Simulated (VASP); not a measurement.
SiC (Moissanite 3C): single point with PBEsol

**Experimental background.**

From “Insight into the structural, elastic and electronic properties of a new orthorhombic 6O-SiC polytype”, 2020, pmc:7200658, for a bulk crystal of SiC: band gap 2.4 eV (indirect).

Crystal: SiC (Moissanite 3C).

```xyz
2
Lattice="0.0000 2.1790 2.1790 2.1790 0.0000 2.1790 2.1790 2.1790 0.0000" Properties=species:S:1:pos:R:3 pbc="T T T"
Si    0.0000    0.0000    0.0000
C     3.2685    3.2685    3.2685
```

| Property | Result |
| --- | --- |
| Program | VASP 6.6.1 |
| Task | single point |
| Functional | PBEsol |
| Potentials or basis | VASP PAW PBE potentials, release 64 (Si, C) |
| Cutoff | 600 eV |
| k mesh | 8 × 8 × 8 |
| Occupations | fermi-dirac, width 0.05 eV |
| Spin | no spin polarisation |
| Dipole correction | no |
| Further INCAR settings | ALGO = Normal; EDIFF = 1e-06; NBANDS = 11 |

The pressure is 0.0 GPa and the band gap on the k mesh is 1.23 eV, indirect (least direct gap 4.44 eV).

Levels at points of the mesh, in eV from the valence-band top:
```
           k point  band 1  band 2  band 3  band 4  band 5  band 6  band 7  band 8  band 9
(0.00, 0.00, 0.00)  -15.42    0.00    0.00    0.00    6.19    7.24    7.24    7.24   14.46
(0.50, 0.00, 0.00)  -11.82   -8.60   -1.06   -1.06    5.37    7.14    7.14    9.92   16.01
(0.50, 0.50, 0.00)  -10.36   -7.83   -3.21   -3.21    1.23    4.20   13.95   13.95   14.68
```

It took 13 s on 1 thread of Intel(R) Xeon(R) Platinum 8259CL CPU @ 2.50GHz (Skylake/Cascade Lake), with other jobs on the host, peak memory 0.15 GiB.

A measured gap of SiC is 2.4 eV (indirect; quoted in “Insight into the structural, elastic and electronic properties of a new orthorhombic 6O-SiC polytype”, 2020, pmc:7200658); the calculated 1.23 eV misses it by -1.17 eV. The value is that of PBEsol on a finite k mesh, which can miss the band edges, without temperature or zero-point motion. Semilocal functionals fall short of measured gaps as a rule.

Caveat: the PAW data sets were made with another functional, which shifts forces and pressure a little.
